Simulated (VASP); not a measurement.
A run of VASP 6.6.1:

File INCAR:

```
SYSTEM = IrRh3
PREC = Accurate ; ENCUT = 520
EDIFF = 1E-6 ; ISMEAR = -1
SIGMA = 0.05 ; LREAL = .False.
LASPH = .True. ; NELM = 80
ALGO = Normal ; ISIF = 2
LWAVE = .False. ; LCHARG = .True.
GGA = PS ; LELF = .True.
LVHAR = .True. ; NBANDS = 35
```

File KPOINTS:

```
regular mesh
0
Gamma
  6 6 6
  0 0 0
```

The input POSCAR:

```
IrRh3
1.0
    3.7909142378      0.0000000000      0.0000000000
    0.0000000000      3.7909142378      0.0000000000
    0.0000000000      0.0000000000      3.7909142378
Ir Rh
1 3
Direct
    0.0000000000      0.0000000000      0.0000000000
    0.0000000000      0.5000000000      0.5000000000
    0.5000000000      0.0000000000      0.5000000000
    0.5000000000      0.5000000000      0.0000000000
```

Potentials or basis: VASP PAW PBE potentials, release 64 (Ir, Rh_pv).

Command:

```sh
$ cat potpaw_PBE.64/Ir/POTCAR potpaw_PBE.64/Rh_pv/POTCAR > POTCAR
$ mpirun -np 1 vasp_std > vasp.out
```

Hardware: 1 thread of AMD EPYC 7R43 64-Core Processor (Zen 3), on a shared host.

Q: How long does it take, and how much memory?

A: Run time: 28 s on 1 thread of AMD EPYC 7R43 64-Core Processor (Zen 3), with other jobs on the host, peak memory 0.14 GiB. Counts: scf iterations 13, k points 20.
